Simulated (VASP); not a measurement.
# CdS (Hawleyite) (F-43m) in VASP: notebook, part 2 of 3

VASP 6.6.1. The steps go on from the part before.

## (3) Single point, r2SCAN

This run uses another cell than the first one, of 25.39 Å³/atom, 0.976 times its volume.

Input file POSCAR:

```
CdS
1.0
    0.0000000000      2.9392138922      2.9392138922
    2.9392138922      0.0000000000      2.9392138922
    2.9392138922      2.9392138922      0.0000000000
Cd S
1 1
Direct
    0.0000000000      0.0000000000      0.0000000000
    0.2500000000      0.2500000000      0.2500000000
```

Input file INCAR.step1:

```
SYSTEM = CdS
ALGO     = Normal         ! electronic algorithm
EDIFF    = 1E-4           ! SCF threshold, eV
ENCUT    = 520            ! plane-wave cutoff, eV
GGA      = PE             ! functional
ISMEAR   = 0              ! smearing method
LASPH    = .TRUE.         ! aspherical terms in the spheres
LCHARG   = .FALSE.        ! write CHGCAR
LREAL    = .FALSE.        ! projectors in reciprocal space
LWAVE    = .TRUE.         ! write WAVECAR
NBANDS   = 16             ! bands
NELM     = 60             ! most SCF steps
PREC     = Accurate       ! precision mode
SIGMA    = 0.01           ! smearing width, eV
```

Input file INCAR.step2:

```
SYSTEM = CdS
ALGO     = Normal         ! electronic algorithm
EDIFF    = 1E-6           ! SCF threshold, eV
ENCUT    = 520            ! plane-wave cutoff, eV
ISIF     = 2              ! what is computed and relaxed
ISMEAR   = 0              ! smearing method
ISTART   = 1            
LASPH    = .TRUE.         ! aspherical terms in the spheres
LCHARG   = .TRUE.         ! write CHGCAR
LELF     = .TRUE.         ! ELF
LMIXTAU  = .TRUE.       
LREAL    = .FALSE.        ! projectors in reciprocal space
LVHAR    = .TRUE.       
LWAVE    = .FALSE.        ! write WAVECAR
METAGGA  = R2SCAN         ! meta-GGA
NBANDS   = 16             ! bands
NELM     = 60             ! most SCF steps
PREC     = Accurate       ! precision mode
SIGMA    = 0.01           ! smearing width, eV
```

Input file KPOINTS:

```
k-points
0
G
  8 8 8
  0 0 0
```

Potentials or basis: VASP PAW PBE potentials, release 64 (Cd, S).

Started as:

```console
$ cat potpaw_PBE.64/Cd/POTCAR potpaw_PBE.64/S/POTCAR > POTCAR
$ cp INCAR.step1 INCAR
$ mpirun -np 1 vasp_std > vasp.out
$ cp INCAR.step2 INCAR
$ mpirun -np 1 vasp_std > vasp.out
```

OUTCAR:

```text
SYSTEM = CdS
   EDIFF = 1E-6
   ENCUT = 520
   ISIF = 2
   ISMEAR = 0
   ISTART = 1
   LASPH = .TRUE.
   LREAL = .FALSE.
   METAGGA = R2SCAN
   NELM = 60
   PREC = Accurate

 ion  position               nearest neighbor table
   1  0.000  0.000  0.000-   2 2.55   2 2.55   2 2.55   2 2.55
   2  0.250  0.250  0.250-   1 2.55   1 2.55   1 2.55   1 2.55

  LATTYP: Found a face centered cubic cell.
 ALAT       =     5.8784277844

  Lattice vectors:

 A1 = (   0.0000000000,   2.9392138922,   2.9392138922)
 A2 = (   2.9392138922,   0.0000000000,   2.9392138922)
 A3 = (   2.9392138922,   2.9392138922,   0.0000000000)

Analysis of symmetry for initial positions (statically):
=====================================================================
 Subroutine PRICEL returns:
 Original cell was already a primitive cell.

 Routine SETGRP: Setting up the symmetry group for a
 face centered cubic supercell.

 Subroutine GETGRP returns: Found 24 space group operations
 (whereof 24 operations were pure point group operations)
 out of a pool of 48 trial point group operations.

The static configuration has the point symmetry T_d .

Analysis of symmetry for dynamics (positions and initial velocities):
=====================================================================
 Subroutine PRICEL returns:
 Original cell was already a primitive cell.

 Routine SETGRP: Setting up the symmetry group for a
 face centered cubic supercell.

 Subroutine GETGRP returns: Found 24 space group operations
 (whereof 24 operations were pure point group operations)
 out of a pool of 48 trial point group operations.

The dynamic configuration has the point symmetry T_d .

 Subroutine INISYM returns: Found 24 space group operations
 (whereof 24 operations are pure point group operations),
 and found     1 'primitive' translations

----------------------------------------------------------------------------------------

                                     Primitive cell

[... 104 lines left out ...]
   EFERMI =   0.00;   METHOD = LEGACY
   ISMEAR =     0;   SIGMA  =   0.01  broadening in eV -4-tet -1-fermi 0-gaus
   EFERMI_NEDOS =   21; number of points for ismear=-14 and -15
   IALGO  =     38    algorithm
   IMIX   =      4    mixing-type and parameters
     AMIX     =   0.40;   BMIX     =  1.00
     AMIX_MAG =   1.60;   BMIX_MAG =  1.00
  volume/ion in A,a.u.               =      25.39       171.35
  Fermi-wavevector in a.u.,A,eV,Ry     =   1.158576  2.189391 18.263073  1.342298
  Thomas-Fermi vector in A             =   2.295177
   LORBIT       =      0    0 simple, 1 ext, 2 COOP (PROOUT), +10 PAW based schemes
   METAGGA = R2SCAN    functional components
   LHFCALC =     F    Hartree Fock is set to
   AEXX    =    0.0000 exact exchange contribution
   IVDW    =     0    specifies the selected vdW correction
   LEPSILON=     F    determine dielectric tensor
   LRPA    =     F    only Hartree local field effects (RPA)
 non-spin polarized calculation
 Gauss-broadening in eV      SIGMA  =   0.01
  energy-cutoff  :      520.00
  volume of cell :       50.78
 maximum number of plane-waves:      1384
   NGX = 15   NGY = 15   NGZ = 15

 number of electron      18.0000005 magnetization

 Free energy of the ion-electron system (eV)
  ---------------------------------------------------
  ext. energy  EPLUGINS =         0.00000000
  ---------------------------------------------------
  free energy    TOTEN  =       -29.68595829 eV

  energy without entropy =      -29.68595829  energy(sigma->0) =      -29.68595829

 E-fermi :   0.9471     XC(G=0):  -9.6190

 val. band max:        0.8525128503   @ k =   0.0000   0.0000   0.0000
 cond. band min:       2.3908416345   @ k =   0.0000   0.0000   0.0000
 fundamental gap:      1.5383287842
 Fermi energy:         0.9471452400

 k-point     1 :       0.0000    0.0000    0.0000
  band No.  band energies     occupation
      1     -11.8787      2.00000
      2      -7.0334      2.00000
      3      -7.0334      2.00000
      4      -7.0334      2.00000
      5      -6.5529      2.00000
      6      -6.5529      2.00000
[... 433 lines left out ...]
      3      -6.8325      2.00000
      4      -6.5764      2.00000
      5      -6.5271      2.00000
      6      -6.0786      2.00000
[... 8 lines left out ...]
     15      13.6669      0.00000
     16      14.6128      0.00000

 [... further k-points ...]
[... 5 lines left out ...]
  --------------------------------------------------------------------------------------
  -------------------------------------------------------------------------------------
  Total        0.0913533      0.0913533      0.0913533      0.0000000     -0.0000000      0.0000000
  in kB        2.8821153      2.8821153      2.8821153      0.0000000     -0.0000000      0.0000000
  external PRESSURE =       2.8821153 kB  Pullay stress =       0.0000000 kB

 VOLUME and BASIS-vectors are now :
 -----------------------------------------------------------------------------
  energy-cutoff  :      520.00
  volume of cell :       50.78
      direct lattice vectors                 reciprocal lattice vectors
     0.000000000  2.939213892  2.939213892    -0.170113513  0.170113513  0.170113513
     2.939213892  0.000000000  2.939213892     0.170113513 -0.170113513  0.170113513
     2.939213892  2.939213892  0.000000000     0.170113513  0.170113513 -0.170113513

 POSITION                                       TOTAL-FORCE (eV/Angst)
 -----------------------------------------------------------------------------------
      0.00000      0.00000      0.00000        -0.000000     -0.000000      0.000000
      1.46961      1.46961      1.46961         0.000000      0.000000     -0.000000
 -----------------------------------------------------------------------------------
    total drift:                               -0.000004     -0.000004     -0.000004

  FREE ENERGIE OF THE ION-ELECTRON SYSTEM (eV)
  ---------------------------------------------------
  free  energy   TOTEN  =       -29.6859582880 eV

  energy  without entropy=      -29.6859582880  energy(sigma->0) =      -29.68595829
```

OSZICAR.step1:

```text
N       E                     dE             d eps       ncg     rms          rms(c)
DAV:   1     0.110418694998E+03    0.11042E+03   -0.88930E+03   944   0.102E+03
DAV:   2    -0.238957540328E+01   -0.11281E+03   -0.10601E+03  1128   0.255E+02
DAV:   3    -0.666123786035E+01   -0.42717E+01   -0.42649E+01  1184   0.517E+01
DAV:   4    -0.668684989878E+01   -0.25612E-01   -0.25610E-01  1192   0.392E+00
DAV:   5    -0.668720674916E+01   -0.35685E-03   -0.35685E-03  1128   0.436E-01    0.772E+00
DAV:   6    -0.615738051301E+01    0.52983E+00   -0.84914E-01  1408   0.114E+01    0.626E+00
DAV:   7    -0.613885668554E+01    0.18524E-01   -0.19168E-01  1128   0.299E+00    0.308E+00
DAV:   8    -0.613912069172E+01   -0.26401E-03   -0.17276E-02  1104   0.165E+00    0.291E-01
DAV:   9    -0.613905352243E+01    0.67169E-04   -0.20240E-03  1136   0.652E-01    0.592E-02
DAV:  10    -0.613918485528E+01   -0.13133E-03   -0.24452E-04  1120   0.155E-01    0.693E-02
DAV:  11    -0.613927075602E+01   -0.85901E-04   -0.13848E-04  1048   0.919E-02
   1 F= -.61392708E+01 E0= -.61392708E+01  d E =-.324645E-68
```

Wall time 76 s (1 thread of AMD EPYC 9R45 (Zen 5), shared host); peak memory 0.16 GiB.

Results:

```yaml
Free_energy: -29.6860 eV
Pressure: 0.3 GPa
Band_gap_on_the_k_mesh: 1.54 eV, direct
```

Caveat: the PAW data sets were made with another functional, which shifts forces and pressure a little.

## (4) Relaxation of cell and atoms, PBEsol

Input file INCAR:

```
ALGO = Normal
EDIFF = 1E-7
EDIFFG = -0.005
ENCUT = 600
GGA = PS
IBRION = 2
ISIF = 3
ISMEAR = -1
LASPH = True
LCHARG = False
LREAL = False
LWAVE = False
NELM = 80
NSW = 80
PREC = Accurate
SIGMA = 0.02
```

Input file KPOINTS:

```
k-points
0
Gamma
  6 6 6
```

Input file POSCAR:

```
CdS
1.0
    0.0000000000      2.9632110667      2.9632110667
    2.9632110667      0.0000000000      2.9632110667
    2.9632110667      2.9632110667      0.0000000000
Cd S
1 1
Direct
    0.0000000000      0.0000000000      0.0000000000
    0.2500000000      0.2500000000      0.2500000000
```

Started as:

```console
$ cat potpaw_PBE.64/Cd/POTCAR potpaw_PBE.64/S/POTCAR > POTCAR
$ mpirun -np 1 vasp_std > vasp.out
```

Wall time 39 s (1 thread of AMD EPYC 9R45 (Zen 5), shared host); peak memory 0.19 GiB.

Results (log left out):

| Item | Value |
| --- | --- |
| Free energy | -6.8120 eV |
| Relaxed volume | 24.84 Å³/atom |
| Relaxed cell | a = 4.127 Å, b = 4.127 Å, c = 4.127 Å, α = 60.00°, β = 60.00°, γ = 60.00° |
| Space group after relaxing (to 0.05 Å) | F-43m (No. 216) |
| Energy gained by relaxing | 9.7 meV/atom |
| Ionic steps | 3 |
| Pressure after relaxing | 0.0 GPa |
| Band gap on the k mesh | 1.00 eV, direct |

The path:
```csv
step,energy change (eV),largest force (eV/Å),pressure (GPa),volume (Å³)
1,0.0000,0.0000,-2.54,52.04
2,-0.0175,0.0000,0.91,48.99
3,-0.0195,0.0000,0.00,49.69
```

Final structure:
```
Cd S
1.0
     0.00000    2.91795    2.91795
     2.91795    0.00000    2.91795
     2.91795    2.91795    0.00000
Cd S
1 1
Direct
  0.00000 0.00000 0.00000
  0.25000 0.25000 0.25000
```

Levels at points of the mesh, in eV from the valence-band top:
| k point | band 5 | band 6 | band 7 | band 8 | band 9 | band 10 | band 11 | band 12 | band 13 |
| --- | --- | --- | --- | --- | --- | --- | --- | --- | --- |
| (0.00, 0.00, 0.00) | -7.24 | -7.24 | 0.00 | 0.00 | 0.00 | 1.00 | 6.44 | 6.44 | 6.44 |
| (0.50, 0.00, 0.00) | -7.20 | -6.86 | -4.47 | -0.76 | -0.76 | 2.89 | 6.91 | 6.91 | 7.32 |
| (0.50, 0.50, 0.00) | -7.15 | -6.80 | -4.01 | -1.91 | -1.91 | 3.39 | 4.25 | 9.07 | 10.66 |

Caveat: the PAW data sets were made with another functional, which shifts forces and pressure a little. PBEsol gaps usually lie below the measured ones, often by a third to a half.

[end of part 2 of 3]
